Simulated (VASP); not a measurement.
# AlAu (Pm-3m) in VASP: a series of runs, part 2 of 2

VASP 6.6.1.

### 3 Relaxation of the atoms, LDA

This run uses another cell than the first one, of 16.75 Å³/atom, 1.176 times its volume.

Input file INCAR:

```
ALGO = Normal
EDIFF = 1E-7
EDIFFG = -0.01
ENCUT = 520
IBRION = 2
ISIF = 2
ISMEAR = -1
LASPH = T
LCHARG = F
LREAL = F
LWAVE = F
NELM = 80
NSW = 50
PREC = Accurate
SIGMA = 0.05
```

Input file KPOINTS:

```
k-points
0
Gamma
  11 11 11
```

Input file POSCAR:

```
AlAu
1.0
    3.2239420000      0.0000000000      0.0000000000
    0.0000000000      3.2239420000      0.0000000000
    0.0000000000      0.0000000000      3.2239420000
Al Au
1 1
Direct
    0.0000000000      0.0000000000      0.0000000000
    0.5000000000      0.5000000000      0.5000000000
```

Potentials or basis: VASP PAW LDA potentials, release 64 (Al, Au).

The run is started by

```console
$ cat potpaw_LDA.64/Al/POTCAR potpaw_LDA.64/Au/POTCAR > POTCAR
$ mpirun -np 1 vasp_std > vasp.out
```

OUTCAR:

```text
EDIFF = 1E-7
   EDIFFG = -0.01
   ENCUT = 520
   IBRION = 2
   ISIF = 2
   ISMEAR = -1
   LASPH = T
   LREAL = F
   NELM = 80
   NSW = 50
   PREC = Accurate

 ion  position               nearest neighbor table
   1  0.000  0.000  0.000-   2 2.79   2 2.79   2 2.79   2 2.79   2 2.79   2 2.79   2 2.79   2 2.79

   2  0.500  0.500  0.500-   1 2.79   1 2.79   1 2.79   1 2.79   1 2.79   1 2.79   1 2.79   1 2.79

  LATTYP: Found a simple cubic cell.
 ALAT       =     3.2239420000

  Lattice vectors:

 A1 = (   3.2239420000,   0.0000000000,   0.0000000000)
[... 524 lines left out ...]

  FORCE on cell =-STRESS in cart. coord.  units (eV):
  Direction    XX          YY          ZZ          XY          YZ          ZX
  --------------------------------------------------------------------------------------
  -------------------------------------------------------------------------------------
  Total       -1.5635684     -1.5635684     -1.5635684      0.0000000      0.0000000     -0.0000000
  in kB      -74.7594005    -74.7594005    -74.7594005      0.0000000      0.0000000     -0.0000000
  external PRESSURE =     -74.7594005 kB  Pullay stress =       0.0000000 kB

 VOLUME and BASIS-vectors are now :
 -----------------------------------------------------------------------------
  energy-cutoff  :      520.00
  volume of cell :       33.51
      direct lattice vectors                 reciprocal lattice vectors
     3.223942000  0.000000000  0.000000000     0.310179277  0.000000000  0.000000000
     0.000000000  3.223942000  0.000000000     0.000000000  0.310179277  0.000000000
     0.000000000  0.000000000  3.223942000     0.000000000  0.000000000  0.310179277

 POSITION                                       TOTAL-FORCE (eV/Angst)
 -----------------------------------------------------------------------------------
      0.00000      0.00000      0.00000         0.000000      0.000000      0.000000
      1.61197      1.61197      1.61197         0.000000      0.000000      0.000000
 -----------------------------------------------------------------------------------
    total drift:                                0.000000     -0.000000     -0.000000

  FREE ENERGIE OF THE ION-ELECTRON SYSTEM (eV)
  ---------------------------------------------------
  free  energy   TOTEN  =        -9.1720565697 eV

  energy  without entropy=       -9.1656664528  energy(sigma->0) =       -9.16886151

 reached required accuracy - stopping structural energy minimisation
```

OSZICAR:

```text
N       E                     dE             d eps       ncg     rms          rms(c)
DAV:   1     0.506116744154E+02    0.50612E+02   -0.64242E+03  1272   0.110E+03
DAV:   2    -0.864470488468E+01   -0.59256E+02   -0.54787E+02  1342   0.195E+02
DAV:   3    -0.998614092441E+01   -0.13414E+01   -0.13201E+01  1474   0.281E+01
DAV:   4    -0.999346221955E+01   -0.73213E-02   -0.73197E-02  1352   0.247E+00
DAV:   5    -0.999351816285E+01   -0.55943E-04   -0.55942E-04  1451   0.231E-01    0.824E+00
DAV:   6    -0.923604254941E+01    0.75748E+00   -0.37386E+00  1277   0.194E+01    0.511E+00
DAV:   7    -0.919238397055E+01    0.43659E-01   -0.64872E-02  1298   0.287E+00    0.274E+00
DAV:   8    -0.917230530633E+01    0.20079E-01   -0.18540E-02  1369   0.896E-01    0.327E-01
DAV:   9    -0.917210744268E+01    0.19786E-03   -0.49774E-04  1373   0.215E-01    0.115E-01
DAV:  10    -0.917205629652E+01    0.51146E-04   -0.12651E-04  1345   0.992E-02    0.135E-02
DAV:  11    -0.917205662703E+01   -0.33051E-06   -0.16921E-06  1420   0.101E-02    0.876E-03
DAV:  12    -0.917205656971E+01    0.57320E-07   -0.18638E-07  1290   0.344E-03
   1 F= -.91720566E+01 E0= -.91688615E+01  d E =-.917206E+01
```

CONTCAR:

```text
AlAu
   1.00000000000000
     3.2239420000000001    0.0000000000000000    0.0000000000000000
     0.0000000000000000    3.2239420000000001    0.0000000000000000
     0.0000000000000000    0.0000000000000000    3.2239420000000001
  Al              Au
     1     1
Direct
     0.0000000000000000    0.0000000000000000    0.0000000000000000
     0.5000000000000000    0.5000000000000000    0.5000000000000000

  0.00000000E+00  0.00000000E+00  0.00000000E+00
  0.00000000E+00  0.00000000E+00  0.00000000E+00
```

It took 4.9 s on 1 thread of Intel Xeon Platinum 8559C (Emerald Rapids), shared host; peak memory 0.14 GiB.

What came out:

| Quantity | Value |
| --- | --- |
| Free energy | -9.1721 eV |
| Pressure after relaxing | -7.5 GPa |
| Band gap on the k mesh | zero (band 7 reaches 12.17 eV, above the bottom of band 8 at 8.43 eV) |

Final structure:
```
Al Au
1.0
     3.22394    0.00000    0.00000
     0.00000    3.22394    0.00000
     0.00000    0.00000    3.22394
Al Au
1 1
Direct
  0.00000 0.00000 0.00000
  0.50000 0.50000 0.50000
```

Caveat: the relaxation stopped at its first step, so nothing moved; spin-orbit coupling is left out, which moves the levels of the heavy elements.

### 4 Single point, LDA

This run uses another cell than the first one, of 10.05 Å³/atom, 0.706 times its volume.

Input file INCAR:

```
PREC = Accurate ; ENCUT = 500
EDIFF = 1E-6 ; ISMEAR = -1
SIGMA = 0.05 ; LREAL = F
LASPH = T ; NELM = 120
ALGO = Normal ; ISIF = 2
LWAVE = F ; LCHARG = F
NBANDS = 14 ; GGA_COMPAT = F
```

Input file KPOINTS:

```
Automatic mesh
0
Gamma
  11 11 11
```

Input file POSCAR:

```
AlAu
1.0
    2.7191779938      0.0000000000      0.0000000000
    0.0000000000      2.7191779938      0.0000000000
    0.0000000000      0.0000000000      2.7191779938
Al Au
1 1
Direct
    0.0000000000      0.0000000000      0.0000000000
    0.5000000000      0.5000000000      0.5000000000
```

The run is started by

```console
$ cat potpaw_LDA.64/Al/POTCAR potpaw_LDA.64/Au/POTCAR > POTCAR
$ mpirun -np 1 vasp_std > vasp.out
```

Wall time 18 s (1 thread of Intel Xeon 8259CL, shared host); peak memory 0.13 GiB.

Results (log left out):

```yaml
Free_energy: -4.8982 eV
Pressure: 189.9 GPa
Band_gap_on_the_k_mesh: zero (band 7 reaches 21.94 eV, above the bottom of band 8 at 18.52 eV)
```

Levels at points of the mesh, in eV from the Fermi level:
```
           k point  band 3  band 4  band 5  band 6  band 7  band 8  band 9  band 10  band 11  band 12
(0.00, 0.00, 0.00)  -12.18   -7.50   -7.50   -7.50    2.55    2.55    2.55     8.05     8.05    13.36
```

Caveat: spin-orbit coupling is left out, which moves the levels of the heavy elements.

### 5 The runs side by side

| task | cell | cutoff (eV) | gap on the mesh (eV) | pressure (GPa) |
| --- | --- | --- | --- | --- |
| relaxation of the atoms | atoms relaxed from a = 3.054 Å, 2 atoms | 520 | none | 17.3 |
| relaxation of the atoms | atoms relaxed from a = 3.224 Å, 2 atoms | 520 | none | -7.5 |
| single point | a = 2.719 Å, 2 atoms | 500 | none | 189.9 |

Alike in all rows: level LDA; potentials or basis VASP PAW LDA potentials, release 64 (Al, Au); no spin polarisation; k mesh 11 × 11 × 11; smearing fermi-dirac 0.05 eV.

Caveats: spin-orbit coupling is left out, which moves the levels of the heavy elements; the relaxation stopped at its first step, so nothing moved (some runs).

Total energies depend on the potentials used, so only differences within one code and one set of settings carry meaning.
